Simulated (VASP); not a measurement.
Write the native input for VASP 6.6.1 that does the following.

| Property | Result |
| --- | --- |
| Task | molecular dynamics |
| Functional | PBE |
| Potentials or basis | VASP PAW PBE potentials, release 64 (Cl) |
| Cutoff | 520 eV |
| k mesh | 1 × 1 × 1 |
| Occupations | fermi-dirac, width 0.05 eV |
| Spin | no spin polarisation |
| Dipole correction | no |
| Further INCAR settings | LREAL = Auto; ALGO = Normal; EDIFF = 1e-05; ISYM = 0; IBRION = 0; POTIM = 2.0; NSW = 40 |

The structure of Cl lies in POSCAR:

```
Cl
1.0
    8.4343270000      0.0000000000      0.0000000000
    0.0000000000      8.4343270000      0.0000000000
    0.0000000000      0.0000000000      8.4343270000
Cl
20
Direct
    0.6911221500      0.3617773700      0.8967026800
    0.7103241400      0.4275234300      0.6659989700
    0.4292760300      0.7838244400      0.7027641600
    0.5108196000      0.7065606300      0.9165289200
    0.2386135800      0.0168991400      0.0108208500
    0.0015123500      0.0418831800      0.0463531700
    0.2785690600      0.4158034100      0.3973260000
    0.2867821600      0.3933616600      0.1568737600
    0.9035678800      1.0102865000      0.7301705000
    0.8430258600      1.0022450300      0.4970688700
    0.6154660500      0.6164474400      0.2598633300
    0.6709748200      0.3823682800      0.2869183700
    0.2414860700      0.4099080200      0.8026357700
    0.0728345900      0.5749841900      0.8338508200
    0.6240717100     -0.0291367300      0.2576938400
    0.6383523500      0.0512629800      0.0278714600
    0.2677220100      0.0973028900      0.4329282000
    0.2676852500     -0.1469533300      0.4185923000
   -0.0472343600      0.6060442400      0.4624464700
   -0.0054219100      0.6253133400      0.2266715600
```

These files were run (other wordings do the same):

INCAR

```
PREC     = Accurate       # precision mode
ENCUT    = 520            # plane-wave cutoff, eV
EDIFF    = 1E-5           # SCF threshold, eV
ISMEAR   = -1             # smearing method
SIGMA    = 0.05           # smearing width, eV
LREAL    = Auto         
LASPH    = T              # aspherical terms in the spheres
NELM     = 100            # most SCF steps
ALGO     = Normal         # electronic algorithm
ISIF     = 2              # what is computed and relaxed
LWAVE    = F              # write WAVECAR
LCHARG   = F              # write CHGCAR
GGA      = PE             # functional
IBRION   = 0              # ionic algorithm
NSW      = 40             # ionic steps
POTIM    = 2.0            # step
TEBEG    = 350.0        
TEEND    = 350.0        
ISYM     = 0            
NELMIN   = 4            
RANDOM_SEED= 577279 0 0   
MDALGO   = 3            
LANGEVIN_GAMMA= 20
```

KPOINTS

```
regular mesh
0
Gamma
  1 1 1
```

Potentials or basis: VASP PAW PBE potentials, release 64 (Cl).

Run with:

```console
$ cat potpaw_PBE.64/Cl/POTCAR > POTCAR
$ mpirun -np 1 vasp_gam > vasp.out
```

Wall time 25 min on 1 thread of Intel(R) Xeon(R) Platinum 8375C CPU @ 2.90GHz (Ice Lake) (shared host), peak memory 0.63 GiB.
